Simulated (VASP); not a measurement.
A run of VASP 6.6.1 is set up as follows.

Contents of INCAR:

```
ALGO = Normal
EDIFF = 1E-7
EDIFFG = -0.08
ENCUT = 500
GGA = PE
GGA_COMPAT = F
IBRION = 2
ISIF = 3
ISMEAR = 0
LASPH = T
LCHARG = F
LREAL = F
LWAVE = F
NELM = 120
NELMIN = 4
NSW = 36
PREC = Accurate
SIGMA = 0.2
```

The input KPOINTS:

```
k-points
0
Gamma
  3 3 3
```

POSCAR

```
In5TeMo2
1.0
    6.4256855800      0.0000000000      0.0000000000
   -3.2128427900      5.5648069500      0.0000000000
    0.0000000000      0.0000000000      5.3164843600
In Te Mo
5 1 2
Direct
    0.5000000000      0.0000000000      0.0000000000
    0.0000000000      0.5000000000      0.0000000000
    0.5000000000      0.5000000000      0.0000000000
    0.3333333300      0.6666666700      0.5000000000
    0.6666666700      0.3333333300      0.5000000000
    0.0000000000      0.0000000000      0.5000000000
    0.3333333300      0.6666666700      0.0000000000
    0.6666666700      0.3333333300      0.0000000000
```

Potentials or basis: VASP PAW PBE potentials, release 64 (In_d, Te, Mo_sv).

Run with:

```console
$ cat potpaw_PBE.64/In_d/POTCAR potpaw_PBE.64/Te/POTCAR potpaw_PBE.64/Mo_sv/POTCAR > POTCAR
$ mpirun -np 1 vasp_std > vasp.out
```

Q: Estimate the space group after relaxing (to 0.1 Å).

A: P6/mmm (No. 191).

Q: Estimate the relaxed volume.

A: 48.59 Å³/atom.

Q: Predict the band gap on the k mesh.

A: Zero (an odd number of electrons rules out a gap without spin polarisation).

Final structure:
```xyz
8
Lattice="9.1768 0.0000 0.0000 -4.5884 7.9474 0.0000 0.0000 0.0000 5.3296" Properties=species:S:1:pos:R:3 pbc="T T T"
In    0.0000    7.9474    0.0000
In   -2.2942    3.9737    0.0000
In    2.2942    3.9737    0.0000
In    0.0000    5.2982    2.6648
In    4.5884    2.6491    2.6648
Te   -4.5884    7.9474    2.6648
Mo    0.0000    5.2982    0.0000
Mo    4.5884    2.6491    5.3296
```

Caveat: the k points lie up to 0.39 Å⁻¹ apart in the final cell, too coarse for converged energies and pressures of a metal; the volume moved by over 15 % at a fixed basis, so the end points are rough; spin-orbit coupling is left out, which moves the levels of the heavy elements.
